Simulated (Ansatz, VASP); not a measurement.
ZnS: VASP beside Ansatz

Contents of INCAR:

```
PREC = Accurate
ENCUT = 520
EDIFF = 1E-6
ISMEAR = 0
SIGMA = 0.05
LREAL = False
LASPH = True
NELM = 60
ALGO = Normal
ISIF = 2
LWAVE = False
LCHARG = True
GGA = PS
LELF = True
LVHAR = True
NBANDS = 46
```

The input KPOINTS:

```
regular mesh
0
Gamma
  12 12 4
```

Contents of POSCAR:

```
ZnS
1.0
    3.7846846186      0.0000000000      0.0000000000
   -1.8923423093      3.2776330250      0.0000000000
    0.0000000000      0.0000000000     12.3926922670
Zn S
4 4
Direct
    0.0000000000      0.0000000000     -0.0200308628
    0.0000000000      0.0000000000      0.4799691372
    0.3333333333      0.6666666667      0.2298945931
    0.6666666667      0.3333333333      0.7298945931
    0.0000000000      0.0000000000      0.1872166306
    0.0000000000      0.0000000000      0.6872166306
    0.3333333333      0.6666666667      0.4375732810
    0.6666666667      0.3333333333      0.9375732810
```

Input for Ansatz:

```yaml
crystal:
  lattice:
    - [3.7846846186, 0.0, 0.0]
    - [-1.8923423093, 3.277633025, 0.0]
    - [0.0, 0.0, 12.392692267]
  atoms:
    - { symbol: Zn, position: [0.0, 0.0, -0.0200308628] }
    - { symbol: Zn, position: [0.0, 0.0, 0.4799691372] }
    - { symbol: Zn, position: [0.3333333333, 0.6666666667, 0.2298945931] }
    - { symbol: Zn, position: [0.6666666667, 0.3333333333, 0.7298945931] }
    - { symbol: S, position: [0.0, 0.0, 0.1872166306] }
    - { symbol: S, position: [0.0, 0.0, 0.6872166306] }
    - { symbol: S, position: [0.3333333333, 0.6666666667, 0.437573281] }
    - { symbol: S, position: [0.6666666667, 0.3333333333, 0.937573281] }
basis:
  ecutwfc: 420
kpoints:
  mp_grid: { grid: [12, 12, 4] }
hamiltonian:
  xc: pbesol
scf:
  occupations: { method: gaussian, width: 0.05 }
output:
  forces: true
  stress: true
  eigenvalues: true
  write_density: true
  write_potential: true
  elf: true
  volumetric_format: npy
```

Change from the starting cell: all Zn atoms moved -0.250 Å, as atom 1 along Cartesian [0 0 1].

Alike in both runs: task single point; functional PBEsol; k mesh 12 × 12 × 4; occupations gaussian, width 0.05 eV; no spin polarisation.

```csv
,VASP,Ansatz
version,VASP 6.6.1,Ansatz 0.2.0
potentials or method,"VASP PAW PBE potentials, release 64 (Zn, S), cutoff 520 eV","scalar-relativistic, plane waves, PAW"
valence electrons in the cell,72,72
```

|  | VASP | Ansatz | Ansatz less VASP |
| --- | --- | --- | --- |
| gap on the k mesh at the Fermi level (eV) | 2.16 | 2.15 | -0.011 |
| least direct gap on the mesh (eV) | 2.16 | 2.15 | -0.011 |
| pressure (GPa) | 1.9 | 1.7 | -0.20 |
| traceless stress, the component that is largest in VASP (GPa) | -4.55 | -4.47 | +0.079 |
| rms of the force components (eV/Å) | 0.481 | 0.477 | -0.0039 |

VASP's potentials were made for PBE, not for PBEsol. Atom by atom the forces differ by 0.004 eV/Å (rms over components).
